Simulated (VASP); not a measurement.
# ZrC: single point with r2SCAN-based global hybrid with 50 % exact exchange

Crystal: ZrC.

```xyz
4
Lattice="3.3915 0.0000 0.0000 -1.6957 2.9371 0.0000 0.0000 0.0000 5.2901" Properties=species:S:1:pos:R:3 pbc="T T T"
Zr    1.6957    0.9790    3.9675
Zr    0.0000    1.9581    1.3225
C     0.0000    0.0000    2.6450
C     0.0000    0.0000    0.0000
```

```
Program             : VASP 6.6.1
Task                : single point
Functional          : r2SCAN-based global hybrid with 50 % exact exchange
Potentials or basis : VASP PAW PBE potentials, release 64 (Zr_sv, C)
Cutoff              : 520 eV
k mesh              : 5 × 5 × 3
Occupations         : fermi-dirac, width 0.05 eV
Spin                : no spin polarisation
```

| Quantity | Value |
| --- | --- |
| Pressure | -8.0 GPa |
| Band gap on the k mesh | zero (bands 16 and 17 overlap by 1.61 eV) |

Stress tensor (GPa, compression positive):
```
-8.49  0.00  0.00
 0.00 -8.49  0.00
 0.00  0.00 -6.87
```

Levels at points of the mesh, in eV from the Fermi level:
```
           k point  band 13  band 14  band 15  band 16  band 17  band 18  band 19  band 20
(0.00, 0.00, 0.00)    -5.70    -3.44    -3.44     1.73     2.00     2.00     2.48     2.48
```

Wall time 33 min on 1 thread of Intel(R) Xeon(R) Platinum 8259CL CPU @ 2.50GHz (Skylake/Cascade Lake), with other jobs on the host, peak memory 0.2 GiB.

Caveat: the k points lie up to 0.43 Å⁻¹ apart, too coarse for converged energies and pressures of a metal; the PAW data sets were made with another functional, which shifts forces and pressure a little.
